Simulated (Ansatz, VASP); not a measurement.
## Two plane-wave programs on Ti

```
Ti
1.0
    -1.54254    1.54254    1.64100
     1.54254   -1.54254    1.64100
     1.54254    1.54254   -1.64100
Ti
1
Direct
  0.00000 0.00000 0.00000
```

Change from the starting cell: strain -0.0600 x Voigt [1, 1, 0, 0, 0, 0], atoms carried along.

Alike in both runs: task single point; functional r2SCAN; k mesh 20 × 20 × 20; occupations gaussian, width 0.15 eV; no spin polarisation.

|  | VASP | Ansatz |
| --- | --- | --- |
| version | VASP 6.6.1 | Ansatz 0.2.0 |
| potentials or method | VASP PAW PBE potentials, release 64 (Ti_sv), cutoff 520 eV | scalar-relativistic, plane waves, PAW |
| valence electrons in the cell | 12 | 12 |

Ansatz gave:

```
gap on the k mesh at the Fermi level (eV)                     : none
pressure (GPa)                                                : 12.7
traceless stress, the component that is largest in VASP (GPa) : 0.95
```

Q: Estimate VASP's values.

A: gap on the k mesh at the Fermi level (eV): none; pressure (GPa): 13.3; traceless stress, the component that is largest in VASP (GPa): 0.96.

VASP's potentials were made for PBE, not for r2SCAN. A gap of «none» marks a metal or a gap that the smearing closes.
